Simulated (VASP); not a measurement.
Write the native input for VASP 6.6.1 that does the following.

```yaml
Task: single point
Functional: PBE
Potentials_or_basis: VASP PAW PBE potentials, release 64 (Os, N)
Cutoff: 520 eV
k_mesh: 6 × 6 × 14
Occupations: gaussian, width 0.1 eV
Spin: no spin polarisation
Dipole_correction: no
Further_INCAR_settings: ALGO = Fast; EDIFF = 1e-07; NBANDS = 39
```

The structure of Os3N lies in POSCAR:

```
Os3N
1.0
    6.7836624896      0.0000000000      0.0000000000
   -3.3918312448      5.8748240467      0.0000000000
    0.0000000000      0.0000000000      2.6865911358
Os N
6 2
Direct
    0.8096268657      0.6192537313      0.2500000000
    0.1903731343      0.8096268657      0.7500000000
    0.3807462687      0.1903731343      0.2500000000
    0.1903731343      0.3807462687      0.7500000000
    0.8096268657      0.1903731343      0.2500000000
    0.6192537313      0.8096268657      0.7500000000
    0.3333333333      0.6666666667      0.2500000000
    0.6666666667      0.3333333333      0.7500000000
```

These files were run (other wordings do the same):

INCAR

```
SYSTEM = Os3N
PREC = Accurate ; ENCUT = 520
EDIFF = 1E-7 ; ISMEAR = 0
SIGMA = 0.1 ; LREAL = .False.
LASPH = .True. ; NELM = 100
ALGO = Fast ; ISIF = 2
LWAVE = .False. ; LCHARG = .True.
GGA = PE ; LELF = .True.
LVHAR = .True. ; NBANDS = 39
```

KPOINTS

```
regular mesh
0
Gamma
  6 6 14
  0 0 0
```

Potentials or basis: VASP PAW PBE potentials, release 64 (Os, N).

The run is started by

```sh
$ cat potpaw_PBE.64/Os/POTCAR potpaw_PBE.64/N/POTCAR > POTCAR
$ mpirun -np 1 vasp_std > vasp.out
```

It gave:

| Quantity | Value |
| --- | --- |
| Pressure | 0.7 GPa |
| Largest force | 0.121 eV/Å |
| Band gap on the k mesh | zero (bands 29 and 30 overlap by 1.84 eV) |

Caveat: spin-orbit coupling is left out, which moves the levels of the heavy elements.

It took 9.2 min on 1 thread of Oxide Virtual Turin-like Processor, with other jobs on the host, peak memory 0.3 GiB.
